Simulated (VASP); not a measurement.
Fe, 1 atom in the cell. Symmetry: Im-3m, No. 229, cubic system. The conventional cell has a = 2.868 Å, b = 2.868 Å, c = 2.868 Å, α = 90.00°, β = 90.00°, γ = 90.00°. Fe (site symmetry m-3m) has 14 Fe at 2.48 to 2.87 Å within 3.3 Å. 

| Quantity | Value |
| --- | --- |
| Program | VASP 6.6.1 |
| Task | single point |
| Functional | r2SCAN |
| Potentials or basis | VASP PAW PBE potentials, release 64 (Fe) |
| Cutoff | 520 eV |
| k mesh | 22 × 22 × 22 |
| Occupations | gaussian, width 0.05 eV |
| Spin | collinear spin, ferromagnetic start |
| Starting moments | [3.1] μB |
| Dipole correction | no |
| Further INCAR settings | ALGO = Normal; EDIFF = 1e-06; NBANDS = 14 |

Potentials or basis: VASP PAW PBE potentials, release 64 (Fe).

Command:

```console
$ cat potpaw_PBE.64/Fe/POTCAR > POTCAR
$ cp INCAR.step1 INCAR
$ mpirun -np 1 vasp_std > vasp.out
$ cp INCAR.step2 INCAR
$ mpirun -np 1 vasp_std > vasp.out
```

Hardware: 1 thread of AMD EPYC 9R45 96-Core Processor (Zen 5), on a shared host.

**Question.** How long does it take, and how much memory?

**Answer.** Run time: 3.2 min on 1 thread of AMD EPYC 9R45 96-Core Processor (Zen 5), on a shared host, peak memory 0.16 GiB. Counts: k points 328.
